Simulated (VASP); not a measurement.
# Be16C (a cell with a defect) in VASP: single point with PBE

Aim: the single point of Be16C (a cell with a defect) with PBE.

Everything below comes from runs of VASP 6.6.1. Logs are shortened: lines on timing, memory, paths and dates and some standing lists are left out, and cuts for length are marked.

## (1) The cell of the first run

The cell holds a defect, 17 atoms: a = 4.580 Å, b = 3.966 Å, c = 7.177 Å, α = 90.00°, β = 90.00°, γ = 90.00°.

## (2) Single point, PBE

INCAR

```
SYSTEM = Be16C
PREC     = Accurate       ! precision mode
ENCUT    = 520            ! plane-wave cutoff, eV
EDIFF    = 1E-6           ! SCF threshold, eV
ISMEAR   = 0              ! smearing method
SIGMA    = 0.05           ! smearing width, eV
LREAL    = Auto         
LASPH    = .TRUE.         ! aspherical terms in the spheres
NELM     = 80             ! most SCF steps
ALGO     = Normal         ! electronic algorithm
ISIF     = 2              ! what is computed and relaxed
LWAVE    = .FALSE.        ! write WAVECAR
LCHARG   = .TRUE.         ! write CHGCAR
GGA      = PE             ! functional
LELF     = .TRUE.         ! ELF
LVHAR    = .TRUE.       
NBANDS   = 32             ! bands
```

KPOINTS

```
regular mesh
0
G
  5 6 4
  0 0 0
```

POSCAR

```
Be16C
1.0
   -2.2900000000     -3.9663960000      0.0000000000
    3.4350000000     -1.9831980000      0.0000000000
    0.0000000000      0.0000000000      7.1768600000
Be C
16 1
Direct
    0.7711150401      0.5413520937      0.0065332193
    0.5040277706      0.3345658209      0.2565021472
    0.7323783107      0.5168967486      0.4944312694
    0.5461242561      0.3592091839      0.7602427803
    0.5097542747      0.0041270129     -0.0019636721
    0.2496162714      0.8319855201      0.2529492006
    0.4967990917      0.0029624222      0.5086437523
    0.2444991015      0.7696643209      0.7455192104
    0.2647954709      0.4676907215      0.0082102758
   -0.0031555075      0.3369108844      0.2491003029
    0.2373161825      0.4923522730      0.4912906201
   -0.0406978041      0.3418885091      0.7320588670
   -0.0022812968      0.0172022796     -0.0099241172
    0.7486371072      0.8429656406      0.2534754753
   -0.0144562433     -0.0053271607      0.4941145571
    0.7499973771      0.8178040738      0.7483081738
    0.2528109484      0.1625045333      0.8280178240
```

Potentials or basis: VASP PAW PBE potentials, release 64 (Be, C).

The run is started by

```sh
> cat potpaw_PBE.64/Be/POTCAR potpaw_PBE.64/C/POTCAR > POTCAR
> mpirun -np 1 vasp_std > vasp.out
```

OUTCAR:

```text
SYSTEM = Be16C
   PREC = Accurate
   ENCUT = 520
   EDIFF = 1E-6
   ISMEAR = 0
   LREAL = Auto
   LASPH = .TRUE.
   NELM = 80
   ISIF = 2
   GGA = PE

 ion  position               nearest neighbor table
   1  0.771  0.541  0.007-  14 2.14  16 2.16  13 2.16   4 2.17  10 2.18   5 2.19   9 2.28  12 2.29
                             2 2.32  13 2.33   9 2.34
   2  0.504  0.335  0.257-   3 2.13   9 2.16  11 2.17   7 2.24  14 2.25  10 2.26   5 2.27   6 2.29
                            14 2.31   6 2.31   1 2.32  10 2.32
   3  0.732  0.517  0.494-  12 2.11   2 2.13  14 2.16  16 2.18   4 2.18   7 2.21  15 2.22  10 2.25
                            11 2.27   7 2.31  11 2.31  15 2.37
   4  0.546  0.359  0.760-  17 1.63  12 1.90  16 2.05   8 2.14   1 2.17   3 2.18   5 2.22   9 2.24
                             7 2.30  16 2.34
   5  0.510  0.004  0.998-  17 1.81   9 2.16   1 2.19   4 2.22  14 2.23  16 2.23  13 2.24   2 2.27
                             6 2.29  13 2.35   8 2.37
   6  0.250  0.832  0.253-  11 2.18  15 2.21   7 2.26   9 2.28  10 2.28  14 2.29   5 2.29   2 2.29
                            14 2.29   2 2.31  10 2.31  13 2.33
   7  0.497  0.003  0.509-  16 2.20   3 2.21   2 2.24  15 2.24   8 2.25  14 2.26   6 2.26  11 2.28
                             4 2.30   3 2.31  15 2.34  11 2.35
   8  0.244  0.770  0.746-  17 1.67  11 2.13   4 2.14  12 2.14   9 2.24   7 2.25  16 2.27  13 2.31
                            16 2.32  15 2.34   5 2.37
   9  0.265  0.468  0.008-  17 1.77   5 2.16   2 2.16  13 2.17  10 2.18   8 2.24   4 2.24   6 2.28
                             1 2.28   1 2.34
  10  0.997  0.337  0.249-  11 2.15   1 2.18   9 2.18  15 2.22  13 2.25   3 2.25   2 2.26  14 2.27
                             6 2.28  14 2.31   6 2.31   2 2.32
  11  0.237  0.492  0.491-   8 2.13  10 2.15   2 2.17   6 2.18  12 2.23   3 2.27   7 2.28  15 2.29
                            15 2.30   3 2.31   7 2.35
  12  0.959  0.342  0.732-  17 1.67   4 1.90   3 2.11  16 2.12   8 2.14  15 2.20  11 2.23  13 2.26
                             1 2.29  16 2.29
  13  0.998  0.017  0.990-  17 1.75   1 2.16   9 2.17  16 2.22   5 2.24  10 2.25  12 2.26   8 2.31
                            14 2.31   1 2.33   6 2.33   5 2.35
  14  0.749  0.843  0.253-  15 2.13   1 2.14   3 2.16   5 2.23   2 2.25   7 2.26  10 2.27   6 2.29
                             6 2.29   2 2.31  10 2.31  13 2.31
  15  0.986  0.995  0.494-  14 2.13  12 2.20   6 2.21   3 2.22  10 2.22  16 2.23   7 2.24  11 2.29
                            11 2.30   8 2.34   7 2.34   3 2.37
  16  0.750  0.818  0.748-   4 2.05  12 2.12   1 2.16   3 2.18   7 2.20  13 2.22   5 2.23  15 2.23
                             8 2.27  12 2.29   8 2.32   4 2.34
  17  0.253  0.163  0.828-   4 1.63   8 1.67  12 1.67  13 1.75   9 1.77   5 1.81

  LATTYP: Found a simple orthorhombic cell.
 ALAT       =     3.9663962620
 B/A-ratio  =     1.1547004875
 C/A-ratio  =     1.8094157835

  Lattice vectors:

 A1 = (  -3.4350000000,   1.9831980000,   0.0000000000)
 A2 = (  -2.2900000000,  -3.9663960000,   0.0000000000)
 A3 = (   0.0000000000,   0.0000000000,   7.1768600000)

Analysis of symmetry for initial positions (statically):
=====================================================================
 Subroutine PRICEL returns:
 Original cell was already a primitive cell.

 Routine SETGRP: Setting up the symmetry group for a
 simple orthorhombic supercell.

 Subroutine GETGRP returns: Found  1 space group operations
 (whereof  1 operations were pure point group operations)
 out of a pool of  8 trial point group operations.

The static configuration has the point symmetry C_1 .

Analysis of symmetry for dynamics (positions and initial velocities):
=====================================================================
 Subroutine PRICEL returns:
 Original cell was already a primitive cell.

 Routine SETGRP: Setting up the symmetry group for a
 simple orthorhombic supercell.

 Subroutine GETGRP returns: Found  1 space group operations
 (whereof  1 operations were pure point group operations)
 out of a pool of  8 trial point group operations.

The dynamic configuration has the point symmetry C_1 .

 Subroutine INISYM returns: Found  1 space group operations
 (whereof  1 operations are pure point group operations),
 and found     1 'primitive' translations

----------------------------------------------------------------------------------------

                                     Primitive cell

  volume of cell :     130.3755

[... 53 lines left out ...]
 generate k-points for:    5    6    4

 Generating k-lattice:

  Cartesian coordinates                     Fractional coordinates (reciprocal lattice)
    -0.021834061 -0.037817707  0.000000000     0.200000000  0.000000000  0.000000000
     0.036390102 -0.021009837  0.000000000    -0.000000000  0.166666667  0.000000000
     0.000000000  0.000000000  0.034834175     0.000000000  0.000000000  0.250000000

  Length of vectors
     0.043668125  0.042019671  0.034834175

  Shift w.r.t. Gamma in fractional coordinates (k-lattice)
     0.000000000  0.000000000  0.000000000

 Subroutine IBZKPT returns following result:
 ===========================================

 Found     62 irreducible k-points:

 Following reciprocal coordinates:
            Coordinates               Weight
  0.000000  0.000000  0.000000      1.000000
  0.200000  0.000000  0.000000      2.000000
  0.400000  0.000000  0.000000      2.000000
  0.000000  0.166667  0.000000      2.000000
  0.200000  0.166667  0.000000      2.000000
 -0.200000  0.166667  0.000000      2.000000
[... 16 lines left out ...]
  0.000000  0.166667 -0.250000      2.000000
  0.200000  0.166667  0.250000      2.000000
 [... further k-points ...]
   k-points           NKPTS =     62   k-points in BZ     NKDIM =     62   number of bands    NBANDS=     32
   number of dos      NEDOS =    301   number of ions     NIONS =     17
   total plane-waves  NPLWV =  58320
   dimension x,y,z NGX =    36 NGY =   30 NGZ =   54
   dimension x,y,z NGXF=    72 NGYF=   60 NGZF=  108
   ions per type =              16   1
   NGX,Y,Z   is equivalent  to a cutoff of  13.07, 12.57, 12.51 a.u.
   NGXF,Y,Z  is equivalent  to a cutoff of  26.13, 25.15, 25.02 a.u.
 SYSTEM =  Be16C
   PREC   = accura    normal or accurate (medium, high low for compatibility)
   ISTART =      0    job   : 0-new  1-cont  2-samecut
   ICHARG =      2    charge: 1-file 2-atom 10-const
   ISPIN  =      1    spin polarized calculation?
   LNONCOLLINEAR =      F non collinear calculations
   LSORBIT =      F    spin-orbit coupling
   LASPH  =      T    aspherical Exc in radial PAW
   ENCUT  =  520.0 eV  38.22 Ry    6.18 a.u.   8.52  7.37 13.34*2*pi/ulx,y,z
   NELM   =     80;   NELMIN=  2; NELMDL= -5     # of ELM steps
   EDIFF  = 0.1E-05   stopping-criterion for ELM
   LREAL  =      T    real-space projection
   EDIFFG = 0.1E-04   stopping-criterion for IOM
   NSW    =      0    number of steps for IOM
   IBRION =     -1    ionic relax: 0-MD 1-quasi-New 2-CG
   NFREE  =      0    steps in history (QN), initial steepest desc. (CG)
   ISIF   =      2    stress and relaxation
   ISYM   =      2    0-nonsym 1-usesym 2-fastsym
   POTIM  = 0.5000    time-step for ionic-motion
   TEBEG  =    0.0;   TEEND  =   0.0 temperature during run
   PSTRESS=    0.0 pullay stress
   NELECT =      36.0000    total number of electrons
   NUPDOWN=      -1.0000    fix difference up-down
   EMIN   =  10.00;   EMAX   =-10.00  energy-range for DOS
   EFERMI =   0.00;   METHOD = LEGACY
   ISMEAR =     0;   SIGMA  =   0.05  broadening in eV -4-tet -1-fermi 0-gaus
   EFERMI_NEDOS =   21; number of points for ismear=-14 and -15
   IALGO  =     38    algorithm
   IMIX   =      4    mixing-type and parameters
     AMIX     =   0.40;   BMIX     =  1.00
     AMIX_MAG =   1.60;   BMIX_MAG =  1.00
  volume/ion in A,a.u.               =       7.67        51.75
  Fermi-wavevector in a.u.,A,eV,Ry     =   1.066049  2.014540 15.462471  1.136460
  Thomas-Fermi vector in A             =   2.201620
   LORBIT       =      0    0 simple, 1 ext, 2 COOP (PROOUT), +10 PAW based schemes
   GGA     = PE    functional components
   LHFCALC =     F    Hartree Fock is set to
   AEXX    =    0.0000 exact exchange contribution
   IVDW    =     0    specifies the selected vdW correction
   LEPSILON=     F    determine dielectric tensor
   LRPA    =     F    only Hartree local field effects (RPA)
 non-spin polarized calculation
 Gauss-broadening in eV      SIGMA  =   0.05
  energy-cutoff  :      520.00
  volume of cell :      130.38
 maximum number of plane-waves:      3532
 NGX is ok and might be reduce to    36
   NGX = 17   NGY = 15   NGZ = 27

 number of electron      36.0000000 magnetization

 Free energy of the ion-electron system (eV)
  ---------------------------------------------------
  ext. energy  EPLUGINS =         0.00000000
  ---------------------------------------------------
  free energy    TOTEN  =       -65.32851660 eV

  energy without entropy =      -65.32506237  energy(sigma->0) =      -65.32678949

 E-fermi :   7.3837     XC(G=0): -10.7482

 val. band max:        7.3674867019   @ k =   0.4000  -0.3333  -0.2500
 cond. band min:       7.3855533239   @ k =   0.0000   0.3333   0.0000
 fundamental gap:      0.0180666220
 Fermi energy:         7.3837353860

 k-point     1 :       0.0000    0.0000    0.0000
  band No.  band energies     occupation
      1      -6.7040      2.00000
      2      -3.1431      2.00000
      3      -2.2028      2.00000
      4      -0.4552      2.00000
      5       0.0570      2.00000
      6       1.0954      2.00000
[... 781 lines left out ...]
     29      12.3791      0.00000
     30      12.7685      0.00000

 [... further k-points ...]

 [bands above 30 left out]

------------------------ aborting loop because EDIFF is reached ----------------------------------------

  FORCE on cell =-STRESS in cart. coord.  units (eV):
  Direction    XX          YY          ZZ          XY          YZ          ZX
  --------------------------------------------------------------------------------------
  -------------------------------------------------------------------------------------
  Total        5.9538389      8.4189999      6.9338221      1.0707310     -1.8543726      1.4620827
  in kB       73.1663922    103.4606172     85.2093496     13.1581527    -22.7882802     17.9674520
  external PRESSURE =      87.2787863 kB  Pullay stress =       0.0000000 kB

 VOLUME and BASIS-vectors are now :
 -----------------------------------------------------------------------------
  energy-cutoff  :      520.00
  volume of cell :      130.38
      direct lattice vectors                 reciprocal lattice vectors
    -2.290000000 -3.966396000  0.000000000    -0.109170306 -0.189088533  0.000000000
     3.435000000 -1.983198000  0.000000000     0.218340611 -0.126059022  0.000000000
     0.000000000  0.000000000  7.176860000     0.000000000  0.000000000  0.139336702

 POSITION                                       TOTAL-FORCE (eV/Angst)
 -----------------------------------------------------------------------------------
      0.09369     -4.13216      0.04689         0.163581      0.090930     -0.023578
     -0.00499     -2.66268      1.84088         0.022041     -0.007916     -0.120622
      0.09839     -3.93001      3.54846        -0.265843     -0.020462     -0.046349
     -0.01674     -2.87853      5.45616        -0.050384      0.109349     -0.408951
     -1.15316     -2.03007      7.16277         0.137501      0.010421     -0.164390
      2.28625     -2.64007      1.81538        -0.010199      0.030648     -0.064675
[... 9 lines left out ...]
      1.09166     -4.59665      5.37050        -0.045975      0.030987     -0.099992
     -0.02073     -1.32503      5.94257        -0.004368     -0.014357      1.865328
 -----------------------------------------------------------------------------------
    total drift:                               -0.003065      0.003378     -0.002524

  FREE ENERGIE OF THE ION-ELECTRON SYSTEM (eV)
  ---------------------------------------------------
  free  energy   TOTEN  =       -65.3285166025 eV

  energy  without entropy=      -65.3250623737  energy(sigma->0) =      -65.32678949
```

Wall time 3.4 min (1 thread of Intel Xeon Platinum 8559C (Emerald Rapids), shared host); peak memory 0.31 GiB.

Results:

```
Free energy            : -65.3285 eV
Pressure               : 8.7 GPa
Largest force          : 1.865 eV/Å
Band gap on the k mesh : zero (band 18 reaches 7.87 eV, above the bottom of band 19 at 6.88 eV)
```

Forces on the atoms (eV/Å):
```
Be   0.164  0.091 -0.024
Be   0.022 -0.008 -0.121
Be  -0.266 -0.020 -0.046
Be  -0.050  0.109 -0.409
Be   0.138  0.010 -0.164
Be  -0.010  0.031 -0.065
Be  -0.136 -0.087 -0.434
Be   0.289 -0.163 -0.303
Be  -0.083  0.188 -0.116
Be   0.042  0.011  0.019
Be   0.129 -0.214 -0.183
Be  -0.306 -0.118  0.074
Be   0.148  0.153  0.176
Be   0.026  0.028 -0.021
Be  -0.056 -0.028 -0.148
Be  -0.046  0.031 -0.100
C   -0.004 -0.014  1.865
```
